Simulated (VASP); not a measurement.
Wanted: the native input for a VASP 6.6.1 run.

```
Task                   : single point
Functional             : PBEsol
Potentials or basis    : VASP PAW PBE potentials, release 64 (Li_sv)
Cutoff                 : 520 eV
k mesh                 : 3 × 14 × 1
Occupations            : gaussian, width 0.1 eV
Spin                   : no spin polarisation
Dipole correction      : yes
Further INCAR settings : LREAL = Auto; ALGO = Normal; EDIFF = 1e-06; NBANDS = 54; ISYM = 0
```

The structure of Li lies in POSCAR:

```
Li
1.0
   17.8258881404      0.0000000000      0.0000000000
   -1.9806542378      2.8010680855      0.0000000000
    0.0000000000      0.0000000000     21.7031844790
Li
24
Direct
    0.0000000000      0.0000000000      0.0691142814
    0.1666666667      0.5000000000      0.1808857186
    0.1666666667      0.0000000000      0.0691142814
    0.3333333333      0.5000000000      0.1808857186
    0.3333333333      0.0000000000      0.0691142814
    0.5000000000      0.5000000000      0.1808857186
    0.5000000000      0.0000000000      0.0691142814
    0.6666666667      0.5000000000      0.1808857186
    0.6666666667      0.0000000000      0.0691142814
    0.8333333333      0.5000000000      0.1808857186
    0.8333333333      1.0000000000      0.0691142814
    0.0000000000      0.5000000000      0.1808857186
    1.0000000000      1.0000000000      0.2923473410
    0.1666666667      0.5000000000      0.3994115066
    0.1666666667      1.0000000000      0.2923473410
    0.3333333333      0.5000000000      0.3994115066
    0.3333333333      1.0000000000      0.2923473410
    0.5000000000      0.5000000000      0.3994115066
    0.5000000000      1.0000000000      0.2923473410
    0.6666666667      0.5000000000      0.3994115066
    0.6666666667      1.0000000000      0.2923473410
    0.8333333333      0.5000000000      0.3994115066
    0.8333333333      1.0000000000      0.2923473410
    0.0000000000      0.5000000000      0.3994115066
```

The input as run:

INCAR

```
  PREC = Accurate
  ENCUT = 520
  EDIFF = 1E-6
  ISMEAR = 0
  SIGMA = 0.1
  LREAL = Auto
  LASPH = True
  NELM = 100
  ALGO = Normal
  ISIF = 2
  LWAVE = False
  LCHARG = False
  LDIPOL = True
  IDIPOL = 3
  DIPOL = 0.5 0.5 0.235
  GGA = PS
  NBANDS = 54
  ISYM = 0
```

KPOINTS

```
Automatic mesh
0
Gamma
  3 14 1
```

Potentials or basis: VASP PAW PBE potentials, release 64 (Li_sv).

Command:

```console
$ cat potpaw_PBE.64/Li_sv/POTCAR > POTCAR
$ mpirun -np 1 vasp_std > vasp.out
```

Results of the run:

```yaml
Largest_force: 0.070 eV/Å
Band_gap_on_the_k_mesh: zero (band 36 reaches -0.94 eV, above the bottom of band 37 at -2.10 eV)
```

Caveat: the PAW data sets were made with another functional, which shifts forces and pressure a little.

Run time: 75 min on 1 thread of Intel(R) Xeon(R) 6975P-C (Granite Rapids) (shared host), peak memory 1.5 GiB.
